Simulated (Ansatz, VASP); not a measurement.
**GaAs in VASP and in Ansatz**

```
CELL_PARAMETERS angstrom
0.00000 2.83308 2.83308
2.83308 0.00000 2.83308
2.83308 2.83308 0.00000
ATOMIC_POSITIONS crystal
Ga 0.00000 0.00000 0.00000
As 0.25000 0.25000 0.25000
```

Alike in both runs: task single point; functional PBE-based global hybrid with a share of 0.75 of exact exchange; k mesh 4 × 4 × 4; no spin polarisation.

|  | VASP | Ansatz |
| --- | --- | --- |
| version | VASP 6.6.1 | Ansatz 0.2.0 |
| potentials or method | VASP PAW PBE potentials, release 64 (Ga_d, As) | plane waves |
| plane-wave cutoff (eV) | 520 | 420 |
| occupations | gaussian, width 0.01 eV | fixed |
| valence electrons in the cell | 18 | 28 |

```csv
,VASP,Ansatz,Ansatz less VASP
gap on the k mesh at the Fermi level (eV),5.74,5.56,-0.183
pressure (GPa),-4.4,-3.1,+1.26
```

VASP's potentials were made for PBE, not for PBE-based global hybrid. VASP's potentials hold 18 valence electrons a cell and Ansatz's 28, so a difference there can come from the potentials and not from the codes. Ansatz's warnings: stress exchange threshold loose, stress scf threshold loose.

The k mesh is coarse, so the values compare programs but aren't converged.
